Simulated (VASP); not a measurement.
# Sb (R-3m) in VASP: notebook, part 2 of 2

VASP 6.6.1. The steps go on from the part before.

## (5) Single point, RPBE

This run uses another cell than the first one, of 33.46 Å³/atom.

Contents of INCAR:

```
ALGO = Normal ; EDIFF = 1E-6
ENCUT = 520 ; GGA = RP
ISIF = 2 ; ISMEAR = -1
LASPH = True ; LCHARG = False
LREAL = False ; LWAVE = False
NBANDS = 12 ; NELM = 80
PREC = Accurate ; SIGMA = 0.05
```

Contents of KPOINTS:

```
k-points
0
Gamma
  8 8 8
```

Contents of POSCAR:

```
Sb
1.0
    2.1994207819      1.2698361805      3.9936846166
   -2.1994207819      1.2698361805      3.9936846166
    0.0000000000     -2.5396723610      3.9936846166
Sb
2
Direct
    0.7699217338      0.7699217338      0.7699217338
    0.2300782662      0.2300782662      0.2300782662
```

Potentials or basis: VASP PAW PBE potentials, release 64 (Sb).

Launch:

```
$ cat potpaw_PBE.64/Sb/POTCAR > POTCAR
$ mpirun -np 1 vasp_std > vasp.out
```

OUTCAR:

```text
EDIFF = 1E-6
   ENCUT = 520
   GGA = RP
   ISIF = 2
   ISMEAR = -1
   LASPH = True
   LREAL = False
   NELM = 80
   PREC = Accurate

 ion  position               nearest neighbor table
   1  0.770  0.770  0.770-   2 2.96   2 2.96   2 2.96   2 3.55   2 3.55   2 3.55
   2  0.230  0.230  0.230-   1 2.96   1 2.96   1 2.96   1 3.55   1 3.55   1 3.55

  LATTYP: Found a trigonal (rhomboedric) cell.
 ALAT       =     4.7328059878
 COS(alpha) =     0.5680741061

  Lattice vectors:

 A1 = (   2.1994207819,   1.2698361805,   3.9936846166)
 A2 = (  -2.1994207819,   1.2698361805,   3.9936846166)
 A3 = (   0.0000000000,  -2.5396723610,   3.9936846166)

Analysis of symmetry for initial positions (statically):
=====================================================================
 Subroutine PRICEL returns:
 Original cell was already a primitive cell.

 Routine SETGRP: Setting up the symmetry group for a
 trigonal (rhombohedral) supercell.

 Subroutine GETGRP returns: Found 12 space group operations
 (whereof 12 operations were pure point group operations)
 out of a pool of 12 trial point group operations.

The static configuration has the point symmetry D_3d.

Analysis of symmetry for dynamics (positions and initial velocities):
=====================================================================
 Subroutine PRICEL returns:
 Original cell was already a primitive cell.

 Routine SETGRP: Setting up the symmetry group for a
 trigonal (rhombohedral) supercell.

 Subroutine GETGRP returns: Found 12 space group operations
 (whereof 12 operations were pure point group operations)
 out of a pool of 12 trial point group operations.

The dynamic configuration has the point symmetry D_3d.

 Subroutine INISYM returns: Found 12 space group operations
 (whereof 12 operations are pure point group operations),
 and found     1 'primitive' translations

----------------------------------------------------------------------------------------

                                     Primitive cell

  volume of cell :      66.9239

  direct lattice vectors                    reciprocal lattice vectors
     2.199420782  1.269836181  3.993684617     0.227332580  0.131250526  0.083465112
    -2.199420782  1.269836181  3.993684617    -0.227332580  0.131250526  0.083465112
     0.000000000 -2.539672361  3.993684617     0.000000000 -0.262501052  0.083465112

  length of vectors
     4.732805988  4.732805988  4.732805988     0.275450953  0.275450953  0.275450953

  position of ions in fractional coordinates (direct lattice)
     0.769921734  0.769921734  0.769921734
     0.230078266  0.230078266  0.230078266

  ion indices of the primitive-cell ions
   primitive index   ion index
                 1           1
                 2           2

----------------------------------------------------------------------------------------

 KPOINTS: k-points

Automatic generation of k-mesh.
[... 23 lines left out ...]
  0.000000  0.000000  0.000000      1.000000
  0.125000  0.000000  0.000000      6.000000
  0.250000  0.000000  0.000000      6.000000
  0.375000  0.000000 -0.000000      6.000000
  0.500000  0.000000  0.000000      3.000000
  0.125000  0.125000  0.000000      6.000000
[... 16 lines left out ...]
  0.250000  0.125000  0.125000      6.000000
  0.375000  0.125000  0.125000      6.000000
 [... further k-points ...]
   k-points           NKPTS =     65   k-points in BZ     NKDIM =     65   number of bands    NBANDS=     12
   number of dos      NEDOS =    301   number of ions     NIONS =      2
   total plane-waves  NPLWV =  46656
   dimension x,y,z NGX =    36 NGY =   36 NGZ =   36
   dimension x,y,z NGXF=    72 NGYF=   72 NGZF=   72
   ions per type =               2
   NGX,Y,Z   is equivalent  to a cutoff of  12.65, 12.65, 12.65 a.u.
   NGXF,Y,Z  is equivalent  to a cutoff of  25.29, 25.29, 25.29 a.u.
 SYSTEM =  unknown system
   PREC   = accura    normal or accurate (medium, high low for compatibility)
   ISTART =      0    job   : 0-new  1-cont  2-samecut
   ICHARG =      2    charge: 1-file 2-atom 10-const
   ISPIN  =      1    spin polarized calculation?
   LNONCOLLINEAR =      F non collinear calculations
   LSORBIT =      F    spin-orbit coupling
   LASPH  =      T    aspherical Exc in radial PAW
   ENCUT  =  520.0 eV  38.22 Ry    6.18 a.u.   8.80  8.80  8.80*2*pi/ulx,y,z
   NELM   =     80;   NELMIN=  2; NELMDL= -5     # of ELM steps
   EDIFF  = 0.1E-05   stopping-criterion for ELM
   LREAL  =      F    real-space projection
   EDIFFG = 0.1E-04   stopping-criterion for IOM
   NSW    =      0    number of steps for IOM
   IBRION =     -1    ionic relax: 0-MD 1-quasi-New 2-CG
   NFREE  =      0    steps in history (QN), initial steepest desc. (CG)
   ISIF   =      2    stress and relaxation
   ISYM   =      2    0-nonsym 1-usesym 2-fastsym
   POTIM  = 0.5000    time-step for ionic-motion
   TEBEG  =    0.0;   TEEND  =   0.0 temperature during run
   PSTRESS=    0.0 pullay stress
   NELECT =      10.0000    total number of electrons
   NUPDOWN=      -1.0000    fix difference up-down
   EMIN   =  10.00;   EMAX   =-10.00  energy-range for DOS
   EFERMI =   0.00;   METHOD = LEGACY
   ISMEAR =    -1;   SIGMA  =   0.05  broadening in eV -4-tet -1-fermi 0-gaus
   EFERMI_NEDOS =   21; number of points for ismear=-14 and -15
   IALGO  =     38    algorithm
   IMIX   =      4    mixing-type and parameters
     AMIX     =   0.40;   BMIX     =  1.00
     AMIX_MAG =   1.60;   BMIX_MAG =  1.00
  volume/ion in A,a.u.               =      33.46       225.81
  Fermi-wavevector in a.u.,A,eV,Ry     =   0.868723  1.641648 10.268032  0.754679
  Thomas-Fermi vector in A             =   1.987442
   LORBIT       =      0    0 simple, 1 ext, 2 COOP (PROOUT), +10 PAW based schemes
   GGA     = RP    functional components
   LHFCALC =     F    Hartree Fock is set to
   AEXX    =    0.0000 exact exchange contribution
   IVDW    =     0    specifies the selected vdW correction
   LEPSILON=     F    determine dielectric tensor
   LRPA    =     F    only Hartree local field effects (RPA)
 non-spin polarized calculation
  energy-cutoff  :      520.00
  volume of cell :       66.92
 maximum number of plane-waves:      1816
   NGX = 17   NGY = 17   NGZ = 17

 number of electron      10.0000000 magnetization

 Free energy of the ion-electron system (eV)
  ---------------------------------------------------
  ext. energy  EPLUGINS =         0.00000000
  ---------------------------------------------------
  free energy    TOTEN  =        -7.56686090 eV

  energy without entropy =       -7.56495949  energy(sigma->0) =       -7.56591020

 E-fermi :   6.2634     XC(G=0):  -8.9828

 val. band max:        6.2518481451   @ k =   0.3750   0.2500   0.2500
 cond. band min:       6.3643996343   @ k =   0.3750   0.1250   0.1250
 fundamental gap:      0.1125514892
 Fermi energy:         6.2633664147

 k-point     1 :       0.0000    0.0000    0.0000
  band No.  band energies     occupation
      1      -5.8647      2.00000
      2       0.9273      2.00000
      3       4.2454      2.00000
      4       4.6023      2.00000
      5       4.6023      2.00000
      6       7.8878      0.00000
      7       8.6234      0.00000
      8       8.6234      0.00000
      9      11.5869      0.00000
     10      11.5869      0.00000
     11      11.7171      0.00000
     12      13.0567      0.00000
[... 331 lines left out ...]
 k-point    24 :       0.3750    0.1250    0.1250
  band No.  band energies     occupation
      1      -5.0008      2.00000
      2      -1.1843      2.00000
      3       3.0841      2.00000
      4       4.6282      2.00000
      5       6.1876      1.63957
      6       6.3644      0.23410
      7       7.2157      0.00000
      8       8.9649      0.00000
      9      11.3113      0.00000
     10      12.3255      0.00000
     11      13.0043      0.00000
     12      14.9304      0.00000

 [... further k-points ...]

------------------------ aborting loop because EDIFF is reached ----------------------------------------

  FORCE on cell =-STRESS in cart. coord.  units (eV):
  Direction    XX          YY          ZZ          XY          YZ          ZX
  --------------------------------------------------------------------------------------
  -------------------------------------------------------------------------------------
  Total        0.0004489      0.0004489     -0.0078977      0.0000000     -0.0000000     -0.0000000
  in kB        0.0107464      0.0107464     -0.1890741      0.0000000     -0.0000000     -0.0000000
  external PRESSURE =      -0.0558604 kB  Pullay stress =       0.0000000 kB

 VOLUME and BASIS-vectors are now :
 -----------------------------------------------------------------------------
  energy-cutoff  :      520.00
  volume of cell :       66.92
      direct lattice vectors                 reciprocal lattice vectors
     2.199420782  1.269836181  3.993684617     0.227332580  0.131250526  0.083465112
    -2.199420782  1.269836181  3.993684617    -0.227332580  0.131250526  0.083465112
     0.000000000 -2.539672361  3.993684617     0.000000000 -0.262501052  0.083465112

 POSITION                                       TOTAL-FORCE (eV/Angst)
 -----------------------------------------------------------------------------------
      0.00000      0.00000      9.22447         0.000000     -0.000000     -0.033365
      0.00000      0.00000      2.75658         0.000000      0.000000      0.033365
 -----------------------------------------------------------------------------------
    total drift:                                0.000000      0.000000     -0.000000

  FREE ENERGIE OF THE ION-ELECTRON SYSTEM (eV)
  ---------------------------------------------------
  free  energy   TOTEN  =        -7.5668609008 eV

  energy  without entropy=       -7.5649594897  energy(sigma->0) =       -7.56591020
```

OSZICAR:

```text
N       E                     dE             d eps       ncg     rms          rms(c)
DAV:   1     0.355949415153E+02    0.35595E+02   -0.34529E+03  1560   0.645E+02
DAV:   2    -0.554913654192E+01   -0.41144E+02   -0.39740E+02  2068   0.106E+02
DAV:   3    -0.753719742774E+01   -0.19881E+01   -0.19745E+01  1924   0.258E+01
DAV:   4    -0.755605486594E+01   -0.18857E-01   -0.18856E-01  1824   0.303E+00
DAV:   5    -0.755631760549E+01   -0.26274E-03   -0.26274E-03  1912   0.390E-01    0.281E+00
DAV:   6    -0.756243257384E+01   -0.61150E-02   -0.31623E-03  1856   0.399E-01    0.170E+00
DAV:   7    -0.756644036133E+01   -0.40078E-02   -0.83429E-03  1800   0.638E-01    0.993E-02
DAV:   8    -0.756675133837E+01   -0.31098E-03   -0.40279E-04  1936   0.117E-01    0.321E-02
DAV:   9    -0.756685535602E+01   -0.10402E-03   -0.17514E-04  1760   0.754E-02    0.663E-03
DAV:  10    -0.756685904369E+01   -0.36877E-05   -0.96573E-06  1912   0.177E-02    0.375E-03
DAV:  11    -0.756686016033E+01   -0.11166E-05   -0.36134E-06  1764   0.112E-02    0.370E-03
DAV:  12    -0.756686090081E+01   -0.74047E-06   -0.16853E-07  1168   0.249E-03
   1 F= -.75668609E+01 E0= -.75659102E+01  d E =-.190141E-02
```

stdout:

```text
POSCAR found type information on POSCAR Sb
 POSCAR found :  1 types and       2 ions
 scaLAPACK will be used
 -----------------------------------------------------------------------------
|                                                                             |
|                                                                             |
|     You enforced a specific xc type in the INCAR file but a different       |
|     I HOPE YOU KNOW WHAT YOU ARE DOING!                                     |
|                                                                             |
 -----------------------------------------------------------------------------

 LDA part: xc-table for (Slater+PW92), standard interpolation
 POSCAR, INCAR and KPOINTS ok, starting setup
 FFT: planning ... GRIDC
 FFT: planning ... GRID_SOFT
 FFT: planning ... GRID
 WAVECAR not read
 entering main loop
```

Wall time 53 s (1 thread of Intel Xeon 8259CL, shared host); peak memory 0.22 GiB.

Results:

```yaml
Free_energy: -7.5669 eV
Pressure: 0.0 GPa
Largest_force: 0.033 eV/Å
Band_gap_on_the_k_mesh: zero (bands 5 and 6 overlap by 0.25 eV)
```

Forces in eV/Å, atoms in the order of the input:
```
Sb   0.000  0.000 -0.033
Sb   0.000  0.000  0.033
```

Caveat: the PAW data sets were made with another functional, which shifts forces and pressure a little; spin-orbit coupling is left out, which moves the levels of the heavy elements.

## (6) Summary

| level | cell | gap on the mesh (eV) | pressure (GPa) | largest force (eV/Å) |
| --- | --- | --- | --- | --- |
| PBE | a = 4.595 Å, angles 57.1°, 2 atoms, atomic positions A | none | -0.5 | 0.10 |
| PBE | a = 4.602 Å, angles 56.8°, 2 atoms, atomic positions B | none | 0.1 | 0.03 |
| revPBE | a = 4.690 Å, angles 55.9°, 2 atoms, atomic positions C | none | 0.0 | 0.03 |
| RPBE | a = 4.733 Å, angles 55.4°, 2 atoms, atomic positions D | none | 0.0 | 0.03 |

Alike in all rows: task single point; potentials or basis VASP PAW PBE potentials, release 64 (Sb); no spin polarisation; k mesh 8 × 8 × 8; cutoff (eV) 520; smearing fermi-dirac 0.05 eV.

Caveats: spin-orbit coupling is left out, which moves the levels of the heavy elements; the PAW data sets were made with another functional, which shifts forces and pressure a little (at least some runs).

Total energies depend on the potentials used, so only differences within one code and one set of settings carry meaning.
